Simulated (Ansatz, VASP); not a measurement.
**WC: VASP beside Ansatz**

```
CELL_PARAMETERS angstrom
2.92177 0.00000 0.00000
-1.46089 2.53033 0.00000
0.00000 0.00000 2.61931
ATOMIC_POSITIONS crystal
W 0.00000 0.00000 0.00000
C 0.66667 0.33333 0.50000
```

Change from the starting cell: strain +0.000 along x and y, -0.080 along z, atoms carried along.

Alike in both runs: task single point; functional PBE; k mesh 24 × 24 × 22; occupations gaussian, width 0.15 eV; no spin polarisation.

```csv
,VASP,Ansatz
version,VASP 6.6.1,Ansatz 0.2.0
potentials or method,"VASP PAW PBE potentials, release 64 (W_sv, C), cutoff 520 eV","scalar-relativistic, plane waves, PAW"
valence electrons in the cell,18,18
```

```tsv
	VASP	Ansatz	Ansatz less VASP
gap on the k mesh at the Fermi level (eV)	none	none	-
pressure (GPa)	46.8	45.1	-1.71
traceless stress, the component that is largest in VASP (GPa)	53.46	52.91	-0.548
```

A gap of «none» marks a metal or a gap that the smearing closes. Both programs put the cell under a high pressure, so it lies far from rest at this level. With one functional, cell and mesh, what is left measures potentials, basis and numerics.

Spin-orbit coupling is off throughout.
